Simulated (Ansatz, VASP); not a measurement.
## AlIn2Sb2As: VASP beside Ansatz

Contents of INCAR:

```
  PREC = Accurate
  ENCUT = 520
  EDIFF = 1E-7
  ISMEAR = 0
  SIGMA = 0.1
  LREAL = False
  LASPH = True
  NELM = 80
  ALGO = Normal
  ISIF = 2
  LWAVE = False
  LCHARG = False
  GGA = PE
  NBANDS = 31
```

File KPOINTS:

```
regular mesh
0
Gamma
  6 6 6
```

POSCAR

```
AlIn2Sb2As
1.0
   -2.3631819300      2.3631819300      6.1901240100
    2.3631819300     -2.3631819300      6.1901240100
    2.3631819300      2.3631819300     -6.1901240100
Al In Sb As
1 2 2 1
Direct
    0.5000000000      0.5000000000      0.0000000000
    0.1424100000      0.1424100000      0.0000000000
    0.8575900000      0.8575900000      0.0000000000
    0.7500000000      0.2500000000      0.5000000000
    0.2500000000      0.7500000000      0.5000000000
    0.0000000000      0.0000000000      0.0000000000
```

Input for Ansatz:

```yaml
crystal:
  lattice:
    - [-2.36318193, 2.36318193, 6.19012401]
    - [2.36318193, -2.36318193, 6.19012401]
    - [2.36318193, 2.36318193, -6.19012401]
  atoms:
    - { symbol: Al, position: [0.5, 0.5, 0.0] }
    - { symbol: In, position: [0.14241, 0.14241, 0.0] }
    - { symbol: In, position: [0.85759, 0.85759, 0.0] }
    - { symbol: Sb, position: [0.75, 0.25, 0.5] }
    - { symbol: Sb, position: [0.25, 0.75, 0.5] }
    - { symbol: As, position: [0.0, 0.0, 0.0] }
basis:
  ecutwfc: 420
kpoints:
  mp_grid: { grid: [6, 6, 6] }
hamiltonian:
  xc: pbe
scf:
  occupations: { method: gaussian, width: 0.1 }
  lower_state_search: "off"
output:
  forces: true
  stress: true
  eigenvalues: true
```

Change from the starting cell: species swapped into the LaB2Pd2C type (I4/mmm, No. 139).

Alike in both runs: task single point; functional PBE; k mesh 6 × 6 × 6; occupations gaussian, width 0.1 eV; no spin polarisation.

|  | VASP | Ansatz |
| --- | --- | --- |
| version | VASP 6.6.1 | Ansatz 0.2.0 |
| potentials or method | VASP PAW PBE potentials, release 64 (Al, In_d, Sb, As), cutoff 520 eV | scalar-relativistic, plane waves, PAW |
| valence electrons in the cell | 44 | 74 |

Ansatz gave:

| Quantity | Value |
| --- | --- |
| gap on the k mesh at the Fermi level (eV) | none |
| rms of the force components (eV/Å) | 10.226 |

Question: Which values does VASP return?

Answer: gap on the k mesh at the Fermi level (eV): none; rms of the force components (eV/Å): 10.284.

Atom by atom the forces differ by 0.058 eV/Å (rms over components). A gap of «none» marks a metal or a gap that the smearing closes. With one functional, cell and mesh, what is left measures potentials, basis and numerics. VASP's potentials hold 44 valence electrons a cell and Ansatz's 74, so a difference there can come from the potentials and not from the codes.

Neither program's run includes spin-orbit coupling.
